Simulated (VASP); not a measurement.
Input of a VASP 6.6.1 run:

File INCAR:

```
SYSTEM = Mo3P3H
ALGO = Normal
DIPOL = 0.5 0.5 0.488
EDIFF = 1E-6
ENCUT = 400
GGA = PS
GGA_COMPAT = .FALSE.
IDIPOL = 3
ISIF = 2
ISMEAR = 0
LASPH = .TRUE.
LCHARG = .FALSE.
LDIPOL = .TRUE.
LREAL = .FALSE.
LWAVE = .FALSE.
NBANDS = 38
NELM = 120
NELMDL = -8
PREC = Accurate
SIGMA = 0.1
```

KPOINTS

```
k-points
0
G
  9 9 1
  0 0 0
```

The input POSCAR:

```
Mo3P3H
1.0
    3.1741350969      0.0000000000      0.0000000000
    0.0000000000      3.2062346803      0.0000000000
    0.0000000000      0.0000000000     25.4789215952
Mo P H
3 3 1
Direct
    0.0000000000      0.5000000000      0.3336090960
    0.0000000000      0.0000000000      0.4425886174
    0.0000000000      0.5000000000      0.5501261364
    0.5000000000      0.0000000000      0.3699356032
    0.5000000000      0.5000000000      0.4792943049
    0.5000000000      0.0000000000      0.5907329554
    0.5000000000      0.0000000000      0.6469692626
```

Potentials or basis: VASP PAW PBE potentials, release 64 (Mo_sv, P, H).

Command:

```sh
$ cat potpaw_PBE.64/Mo_sv/POTCAR potpaw_PBE.64/P/POTCAR potpaw_PBE.64/H/POTCAR > POTCAR
$ mpirun -np 1 vasp_std > vasp.out
```

**Question.** What does it give for the band gap on the k mesh?

**Answer.** Zero (bands 29 and 30 overlap by 0.94 eV).

**Question.** Predict the largest force.

**Answer.** 1.971 eV/Å.

Forces in eV/Å, atoms in the order of the input:
```
Mo   0.000  0.000  1.971
Mo   0.000  0.000 -0.244
Mo   0.000  0.000 -0.321
P    0.000  0.000 -1.736
P    0.000  0.000 -0.267
P    0.000  0.000  0.598
H    0.000  0.000  0.000
```

Caveat: the PAW data sets were made with another functional, which shifts forces and pressure a little.
